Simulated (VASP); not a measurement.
Hf3NbO2:

```
Hf Nb O
1.0
     4.48076    0.00000    0.00000
    -2.24038    3.88045    0.00000
     0.00000    0.00000    5.20659
Hf Nb O
3 1 2
Direct
  0.50000 0.00000 0.00000
  0.00000 0.50000 0.00000
  0.50000 0.50000 0.00000
  0.00000 0.00000 0.50000
  0.33333 0.66667 0.47536
  0.66667 0.33333 0.52464
```

* Program: VASP 6.6.1
* Task: relaxation of cell and atoms
* Functional: PBE
* Potentials or basis: VASP PAW PBE potentials, release 64 (Hf_pv, Nb_sv, O)
* Cutoff: 600 eV
* k mesh: 6 × 6 × 4
* Occupations: gaussian, width 0.1 eV
* Spin: no spin polarisation

At the start: pressure 30.8 GPa; volume 15.09 Å³/atom.

**Question.** How do energy, volume and symmetry change on relaxing?

**Answer.** Over 15 steps the energy falls by 2771.3 meV/atom and the volume is 15.01 Å³/atom (-0.5 %); space group P6/mmm (No. 191, to 0.05 Å).

The path:
```
step  energy change (eV)  largest force (eV/Å)  pressure (GPa)  volume (Å³)
   1              0.0000                0.9043           30.78        90.53
   2             -8.2876                1.0458          -20.70       127.50
   3             -8.1754                0.9816          -17.99       123.27
   4            -14.7760                0.8068           -7.33        96.84
   5            -15.9441                2.1556           12.87        85.87
   6            -15.4617                0.5349            0.06        90.54
   7            -16.4634                1.1615            5.31        88.35
   8            -16.4634                1.1441            5.15        88.41
   9            -16.4904                0.5216           -5.93        93.37
  10            -16.5492                0.7736           -1.32        91.06
  11            -16.6005                0.4718           -0.40        90.40
  12            -16.6243                0.0308            1.22        89.54
  13            -16.6220                0.0935           -1.75        90.92
  14            -16.6274                0.0259           -0.08        90.13
  15            -16.6277                0.0172            0.09        90.06
```

Final structure:
```xyz
6
Lattice="6.1085 0.0000 0.0000 -3.0542 5.2901 0.0000 0.0000 0.0000 2.7870" Properties=species:S:1:pos:R:3 pbc="T T T"
Hf    3.0542    0.0000    0.0000
Hf   -1.5271    2.6450    0.0000
Hf    1.5271    2.6450    0.0000
Nb    0.0000    0.0000    1.3935
O     0.0000    3.5267    1.3954
O     3.0542    1.7634    1.3916
```

Caveat: an odd number of electrons without spin polarisation forces a metal; a magnetic or distorted state may lie lower.
